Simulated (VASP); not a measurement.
# Ca (Fm-3m) in VASP: notebook, part 2 of 2

VASP 6.6.1.

## (3) Single point, PBE

This run uses another cell than the first one: it holds 2 atoms, not 1.

File INCAR:

```
SYSTEM = Ca
PREC = Accurate
ENCUT = 520
EDIFF = 1E-6
ISMEAR = -1
SIGMA = 0.08
LREAL = .FALSE.
LASPH = .TRUE.
NELM = 100
ALGO = Normal
ISIF = 2
LWAVE = .FALSE.
LCHARG = .FALSE.
GGA = PE
NBANDS = 17
```

File KPOINTS:

```
Automatic mesh
0
G
  9 9 7
  0 0 0
```

File POSCAR:

```
Ca
1.0
    2.7627070339      2.7627070339      0.0000000000
   -2.7627070339      2.7627070339      0.0000000000
    0.0000000000      0.0000000000      5.5254140678
Ca
2
Direct
    0.0000000000      0.0000000000      0.0000000000
    0.5000000000      0.5000000000      0.5000000000
```

Potentials or basis: VASP PAW PBE potentials, release 64 (Ca_sv).

Run with:

```sh
cat potpaw_PBE.64/Ca_sv/POTCAR > POTCAR
mpirun -np 1 vasp_std > vasp.out
```

OUTCAR:

```text
SYSTEM = Ca
   PREC = Accurate
   ENCUT = 520
   EDIFF = 1E-6
   ISMEAR = -1
   LREAL = .FALSE.
   LASPH = .TRUE.
   NELM = 100
   ISIF = 2
   GGA = PE

 ion  position               nearest neighbor table
   1  0.000  0.000  0.000-
   2  0.500  0.500  0.500-

  LATTYP: Found a simple tetragonal cell.
 ALAT       =     3.9070577562
 C/A-ratio  =     1.4142135624

  Lattice vectors:

 A1 = (   2.7627070339,   2.7627070339,   0.0000000000)
 A2 = (  -2.7627070339,   2.7627070339,   0.0000000000)
 A3 = (   0.0000000000,   0.0000000000,   5.5254140678)

Analysis of symmetry for initial positions (statically):
=====================================================================
 Subroutine PRICEL returns following result:

  LATTYP: Found a face centered cubic cell.
 ALAT       =     5.5254140678

  Lattice vectors:

 A1 = (   0.0000000000,  -2.7627070339,  -2.7627070339)
 A2 = (   2.7627070339,   0.0000000000,  -2.7627070339)
 A3 = (   2.7627070339,  -2.7627070339,   0.0000000000)

   2 primitive cells build up your supercell.

 Routine SETGRP: Setting up the symmetry group for a
 simple tetragonal supercell.

 Subroutine GETGRP returns: Found 16 space group operations
 (whereof 16 operations were pure point group operations)
 out of a pool of 16 trial point group operations.

The static configuration has the point symmetry D_4h.

Analysis of symmetry for dynamics (positions and initial velocities):
=====================================================================
 Subroutine PRICEL returns following result:

  LATTYP: Found a face centered cubic cell.
 ALAT       =     5.5254140678

  Lattice vectors:

 A1 = (   0.0000000000,  -2.7627070339,  -2.7627070339)
 A2 = (   2.7627070339,   0.0000000000,  -2.7627070339)
 A3 = (   2.7627070339,  -2.7627070339,   0.0000000000)

   2 primitive cells build up your supercell.

 Routine SETGRP: Setting up the symmetry group for a
 simple tetragonal supercell.

 Subroutine GETGRP returns: Found 16 space group operations
 (whereof 16 operations were pure point group operations)
 out of a pool of 16 trial point group operations.

The dynamic configuration has the point symmetry D_4h.

 Subroutine INISYM returns: Found 16 space group operations
 (whereof 16 operations are pure point group operations),
 and found     2 'primitive' translations

----------------------------------------------------------------------------------------

                                     Primitive cell

  volume of cell :      42.1730

  direct lattice vectors                    reciprocal lattice vectors
     0.000000000 -2.762707034 -2.762707034    -0.180981912 -0.180981912 -0.180981912
     2.762707034  0.000000000 -2.762707034     0.180981912  0.180981912 -0.180981912
     2.762707034 -2.762707034  0.000000000     0.180981912 -0.180981912  0.180981912

  length of vectors
     3.907057756  3.907057756  3.907057756     0.313469866  0.313469866  0.313469866

  position of ions in fractional coordinates (direct lattice)
     0.000000000  0.000000000  0.000000000

  ion indices of the primitive-cell ions
   primitive index   ion index
                 1           1

----------------------------------------------------------------------------------------

 KPOINTS: Automatic mesh

Automatic generation of k-mesh.
 Grid dimensions read from file:
 generate k-points for:    9    9    7

 Generating k-lattice:

  Cartesian coordinates                     Fractional coordinates (reciprocal lattice)
     0.020109101  0.020109101  0.000000000     0.111111111  0.000000000  0.000000000
    -0.020109101  0.020109101  0.000000000     0.000000000  0.111111111  0.000000000
     0.000000000  0.000000000  0.025854559     0.000000000  0.000000000  0.142857143

  Length of vectors
     0.028438564  0.028438564  0.025854559

  Shift w.r.t. Gamma in fractional coordinates (k-lattice)
     0.000000000  0.000000000  0.000000000

 Subroutine IBZKPT returns following result:
 ===========================================

 Found     60 irreducible k-points:

 Following reciprocal coordinates:
            Coordinates               Weight
  0.000000  0.000000  0.000000      1.000000
  0.111111  0.000000  0.000000      4.000000
  0.222222  0.000000  0.000000      4.000000
  0.333333  0.000000  0.000000      4.000000
  0.444444  0.000000  0.000000      4.000000
  0.111111  0.111111  0.000000      4.000000
[... 16 lines left out ...]
  0.333333  0.111111  0.142857     16.000000
  0.444444  0.111111  0.142857     16.000000
 [... further k-points ...]
   k-points           NKPTS =     60   k-points in BZ     NKDIM =     60   number of bands    NBANDS=     17
   number of dos      NEDOS =    301   number of ions     NIONS =      2
   total plane-waves  NPLWV =  37800
   dimension x,y,z NGX =    30 NGY =   30 NGZ =   42
   dimension x,y,z NGXF=    60 NGYF=   60 NGZF=   84
   ions per type =               2
   NGX,Y,Z   is equivalent  to a cutoff of  12.77, 12.77, 12.64 a.u.
   NGXF,Y,Z  is equivalent  to a cutoff of  25.53, 25.53, 25.27 a.u.
 SYSTEM =  Ca
   PREC   = accura    normal or accurate (medium, high low for compatibility)
   ISTART =      0    job   : 0-new  1-cont  2-samecut
   ICHARG =      2    charge: 1-file 2-atom 10-const
   ISPIN  =      1    spin polarized calculation?
   LNONCOLLINEAR =      F non collinear calculations
   LSORBIT =      F    spin-orbit coupling
   LASPH  =      T    aspherical Exc in radial PAW
   ENCUT  =  520.0 eV  38.22 Ry    6.18 a.u.   7.26  7.26 10.27*2*pi/ulx,y,z
   NELM   =    100;   NELMIN=  2; NELMDL= -5     # of ELM steps
   EDIFF  = 0.1E-05   stopping-criterion for ELM
   LREAL  =      F    real-space projection
   EDIFFG = 0.1E-04   stopping-criterion for IOM
   NSW    =      0    number of steps for IOM
   IBRION =     -1    ionic relax: 0-MD 1-quasi-New 2-CG
   NFREE  =      0    steps in history (QN), initial steepest desc. (CG)
   ISIF   =      2    stress and relaxation
   ISYM   =      2    0-nonsym 1-usesym 2-fastsym
   POTIM  = 0.5000    time-step for ionic-motion
   TEBEG  =    0.0;   TEEND  =   0.0 temperature during run
   PSTRESS=    0.0 pullay stress
   NELECT =      20.0000    total number of electrons
   NUPDOWN=      -1.0000    fix difference up-down
   EMIN   =  10.00;   EMAX   =-10.00  energy-range for DOS
   EFERMI =   0.00;   METHOD = LEGACY
   ISMEAR =    -1;   SIGMA  =   0.08  broadening in eV -4-tet -1-fermi 0-gaus
   EFERMI_NEDOS =   21; number of points for ismear=-14 and -15
   IALGO  =     38    algorithm
   IMIX   =      4    mixing-type and parameters
     AMIX     =   0.40;   BMIX     =  1.00
     AMIX_MAG =   1.60;   BMIX_MAG =  1.00
  volume/ion in A,a.u.               =      42.17       284.60
  Fermi-wavevector in a.u.,A,eV,Ry     =   1.013281  1.914824 13.969630  1.026739
  Thomas-Fermi vector in A             =   2.146441
   LORBIT       =      0    0 simple, 1 ext, 2 COOP (PROOUT), +10 PAW based schemes
   GGA     = PE    functional components
   LHFCALC =     F    Hartree Fock is set to
   AEXX    =    0.0000 exact exchange contribution
   IVDW    =     0    specifies the selected vdW correction
   LEPSILON=     F    determine dielectric tensor
   LRPA    =     F    only Hartree local field effects (RPA)
 non-spin polarized calculation
  energy-cutoff  :      520.00
  volume of cell :       84.35
 maximum number of plane-waves:      2297
 NGX is ok and might be reduce to    30

 number of electron      20.0000004 magnetization

 Free energy of the ion-electron system (eV)
  ---------------------------------------------------
  ext. energy  EPLUGINS =         0.00000000
  ---------------------------------------------------
  free energy    TOTEN  =        -3.88470837 eV

  energy without entropy =       -3.82838580  energy(sigma->0) =       -3.85654709

 E-fermi :   1.9680     XC(G=0):  -7.7371

 val. band max:        1.9499209643   @ k =   0.3333   0.3333   0.0000
 cond. band min:       1.9690256200   @ k =   0.4444   0.0000   0.2857
 fundamental gap:      0.0191046557
 Fermi energy:         1.9679671815

 k-point     1 :       0.0000    0.0000    0.0000
  band No.  band energies     occupation
      1     -40.0482      2.00000
      2     -40.0301      2.00000
      3     -21.0965      2.00000
      4     -21.0160      2.00000
      5     -21.0160      2.00000
      6     -20.9660      2.00000
[... 9 lines left out ...]
     16       5.3744      0.00000
     17       5.3751      0.00000
[... 441 lines left out ...]
 k-point    24 :       0.4444    0.1111    0.1429
  band No.  band energies     occupation
      1     -40.0355      2.00000
      2     -40.0329      2.00000
      3     -21.0778      2.00000
      4     -21.0690      2.00000
      5     -21.0232      2.00000
      6     -21.0051      2.00000
[... 9 lines left out ...]
     16       4.6715      0.00000
     17       5.4330      0.00000

 [... further k-points ...]
[... 5 lines left out ...]
  --------------------------------------------------------------------------------------
  -------------------------------------------------------------------------------------
  Total        0.0151186      0.0151186      0.0020326      0.0000000      0.0000000     -0.0000000
  in kB        0.2871824      0.2871824      0.0386104      0.0000000      0.0000000     -0.0000000
  external PRESSURE =       0.2043251 kB  Pullay stress =       0.0000000 kB

 VOLUME and BASIS-vectors are now :
 -----------------------------------------------------------------------------
  energy-cutoff  :      520.00
  volume of cell :       84.35
      direct lattice vectors                 reciprocal lattice vectors
     2.762707034  2.762707034  0.000000000     0.180981912  0.180981912  0.000000000
    -2.762707034  2.762707034  0.000000000    -0.180981912  0.180981912  0.000000000
     0.000000000  0.000000000  5.525414068     0.000000000  0.000000000  0.180981912

 POSITION                                       TOTAL-FORCE (eV/Angst)
 -----------------------------------------------------------------------------------
      0.00000      0.00000      0.00000         0.000000      0.000000      0.000000
      0.00000      2.76271      2.76271        -0.000000     -0.000000     -0.000000
 -----------------------------------------------------------------------------------
    total drift:                               -0.000000      0.000000      0.000000

  FREE ENERGIE OF THE ION-ELECTRON SYSTEM (eV)
  ---------------------------------------------------
  free  energy   TOTEN  =        -3.8847083730 eV

  energy  without entropy=       -3.8283858021  energy(sigma->0) =       -3.85654709
```

OSZICAR:

```text
N       E                     dE             d eps       ncg     rms          rms(c)
DAV:   1     0.167374859177E+03    0.16737E+03   -0.97089E+03  2040   0.106E+03
DAV:   2     0.353562523351E+01   -0.16384E+03   -0.16165E+03  2327   0.304E+02
DAV:   3    -0.370588750273E+01   -0.72415E+01   -0.71951E+01  3959   0.510E+01
DAV:   4    -0.389747690831E+01   -0.19159E+00   -0.19136E+00  2597   0.819E+00
DAV:   5    -0.390589250466E+01   -0.84156E-02   -0.84135E-02  3457   0.114E+00    0.312E+00
DAV:   6    -0.388986290855E+01    0.16030E-01   -0.25091E-02  2630   0.150E+00    0.191E+00
DAV:   7    -0.388557141056E+01    0.42915E-02   -0.34905E-02  2659   0.196E+00    0.142E-01
DAV:   8    -0.388467474251E+01    0.89667E-03   -0.40999E-03  2544   0.538E-01    0.248E-02
DAV:   9    -0.388470620389E+01   -0.31461E-04   -0.39682E-04  3566   0.856E-02    0.270E-02
DAV:  10    -0.388471086051E+01   -0.46566E-05   -0.47755E-05  2600   0.629E-02    0.772E-03
DAV:  11    -0.388470842569E+01    0.24348E-05   -0.41183E-06  2829   0.194E-02    0.388E-03
DAV:  12    -0.388470837304E+01    0.52652E-07   -0.23643E-07  1970   0.369E-03
   1 F= -.38847084E+01 E0= -.38565471E+01  d E =-.563226E-01
```

Run time: 57 s. Hardware: 1 thread of Intel Xeon Platinum 8259CL at 2.50GHz (Skylake/Cascade Lake), shared host; peak memory 0.22 GiB.

Results:

```
Free energy            : -3.8847 eV
Pressure               : 0.0 GPa
Band gap on the k mesh : zero (band 10 reaches 2.13 eV, above the bottom of band 11 at 1.83 eV)
```

Levels at points of the mesh, in eV from the Fermi level:
| k point | band 7 | band 8 | band 9 | band 10 | band 11 | band 12 | band 13 | band 14 |
| --- | --- | --- | --- | --- | --- | --- | --- | --- |
| (0.00, 0.00, 0.00) | -22.93 | -22.93 | -4.03 | -0.46 | 0.57 | 0.96 | 2.34 | 2.34 |

## (4) Single point, PBE

This run uses another cell than the first one: it holds 2 atoms, not 1.

File INCAR:

```
  PREC = Accurate
  ENCUT = 520
  EDIFF = 1E-7
  ISMEAR = -1
  SIGMA = 0.08
  LREAL = False
  LASPH = True
  NELM = 80
  ALGO = Normal
  ISIF = 2
  LWAVE = False
  LCHARG = False
  GGA = PE
  NBANDS = 17
```

File KPOINTS:

```
Automatic mesh
0
Gamma
  9 9 7
```

POSCAR is that of step 3.

Run with:

```sh
cat potpaw_PBE.64/Ca_sv/POTCAR > POTCAR
mpirun -np 1 vasp_std > vasp.out
```

Wall time 58 s (1 thread of Intel Xeon Platinum 8259CL at 2.50GHz (Skylake/Cascade Lake), shared host); peak memory 0.22 GiB.

It converged, with:

```
Free energy            : -3.8847 eV
Pressure               : 0.0 GPa
Band gap on the k mesh : zero (band 10 reaches 2.13 eV, above the bottom of band 11 at 1.83 eV)
```

Levels at points of the mesh, in eV from the Fermi level:
```
           k point  band 6  band 7  band 8  band 9  band 10  band 11  band 12  band 13  band 14  band 15
(0.00, 0.00, 0.00)  -22.93  -22.93  -22.93   -4.03    -0.46     0.57     0.96     2.34     2.34     2.34
```

## (5) Relaxation of cell and atoms, PBE

File INCAR:

```
PREC = Accurate
ENCUT = 600
EDIFF = 1E-6
ISMEAR = -1
SIGMA = 0.08
LREAL = F
LASPH = T
NELM = 100
ALGO = Normal
ISIF = 3
LWAVE = F
LCHARG = F
GGA = PE
IBRION = 2
NSW = 60
EDIFFG = -0.005
```

File KPOINTS:

```
regular mesh
0
Gamma
  14 14 14
```

File POSCAR:

```
Ca
1.0
    0.0000000000      2.7627070339      2.7627070339
    2.7627070339      0.0000000000      2.7627070339
    2.7627070339      2.7627070339      0.0000000000
Ca
1
Direct
    0.0000000000      0.0000000000      0.0000000000
```

Run with:

```sh
cat potpaw_PBE.64/Ca_sv/POTCAR > POTCAR
mpirun -np 1 vasp_std > vasp.out
```

Run time: 65 s. Hardware: 1 thread of Intel Xeon Platinum 8259CL at 2.50GHz (Skylake/Cascade Lake), shared host; peak memory 0.22 GiB.

Results (log left out):

```
Free energy                            : -1.9436 eV
Relaxed volume                         : 42.27 Å³/atom
Relaxed cell                           : a = 3.910 Å, b = 3.910 Å, c = 3.910 Å, α = 60.00°, β = 60.00°, γ = 60.00°
Space group after relaxing (to 0.05 Å) : Fm-3m (No. 225)
Energy gained by relaxing              : 0.0 meV/atom
Ionic steps                            : 4
Pressure after relaxing                : 0.0 GPa
Band gap on the k mesh                 : zero (band 5 reaches 2.11 eV, above the bottom of band 6 at 1.79 eV)
```

Final structure:
```
CELL_PARAMETERS angstrom
0.00000 2.76493 2.76493
2.76493 0.00000 2.76493
2.76493 2.76493 0.00000
ATOMIC_POSITIONS crystal
Ca 0.00000 0.00000 0.00000
```

Levels at points of the mesh, in eV from the Fermi level:
```
           k point  band 2  band 3  band 4  band 5  band 6  band 7  band 8  band 9
(0.00, 0.00, 0.00)  -22.93  -22.93  -22.93   -4.02    2.34    2.34    2.34    3.41
(0.50, 0.00, 0.00)  -23.07  -22.95  -22.95   -0.98   -0.16    2.22    2.22    4.09
(0.50, 0.50, 0.00)  -23.06  -22.98  -22.98   -0.45    0.58    0.96    4.08    4.27
```

## (6) The runs side by side

```tsv
task	cell	k mesh	cutoff (eV)	gap on the mesh (eV)	pressure (GPa)
single point	a = 3.907 Å, angles 60.0°, 1 atom	14 × 14 × 14	520	none	0.0
single point	a = 3.907, b = 3.907, c = 5.525 Å, 2 atoms	9 × 9 × 7	520	none	0.0
relaxation of cell and atoms	relaxed from a = 3.907 Å, angles 60.0°, 1 atom	14 × 14 × 14	600	none	0.0
```

Alike in all rows: level PBE; potentials or basis VASP PAW PBE potentials, release 64 (Ca_sv); no spin polarisation; smearing fermi-dirac 0.08 eV.

Absolute energies hang on the potentials; compare differences alone.
